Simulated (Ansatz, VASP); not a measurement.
One calculation of VSbS, two programs

```
CELL_PARAMETERS angstrom
4.19501 0.00000 0.00000
-2.09751 3.63299 0.00000
0.00000 0.00000 3.51262
ATOMIC_POSITIONS crystal
V 0.66667 0.33333 0.50000
Sb 0.33333 0.66667 0.00000
S 0.00000 0.00000 0.50000
```

Change from the starting cell: species swapped into the ErCuGe type (P-6m2, No. 187).

Alike in both runs: functional PBE; k mesh 6 × 6 × 4; occupations gaussian, width 0.1 eV; collinear spin.

Ansatz relaxed the structure, and its values are those at the end. VASP's run is a single point on that final structure, the one shown.

|  | VASP | Ansatz |
| --- | --- | --- |
| version | VASP 6.6.1 | Ansatz 0.2.0 |
| potentials or method | VASP PAW PBE potentials, release 64 (V_sv, Sb, S), cutoff 520 eV | scalar-relativistic, plane waves, PAW |
| valence electrons in the cell | 24 | 34 |

|  | VASP | Ansatz | Ansatz less VASP |
| --- | --- | --- | --- |
| gap on the k mesh at the Fermi level (eV) | none | none | - |
| pressure (GPa) | -0.3 | -0.2 | +0.11 |
| net moment per atom (μB) | 0.13 | 0.12 | -0.002 |
| size of the moment on the site where the two differ most (μB) | 0.43 | 0.39 | -0.040 |

Site moments also hang on the region over which each program counts them. A gap of «none» marks a metal or a gap that the smearing closes. VASP's potentials hold 24 valence electrons a cell and Ansatz's 34, so a difference there can come from the potentials and not from the codes.

The k mesh is coarse, so the values compare programs but aren't converged. Spin-orbit coupling is off throughout.
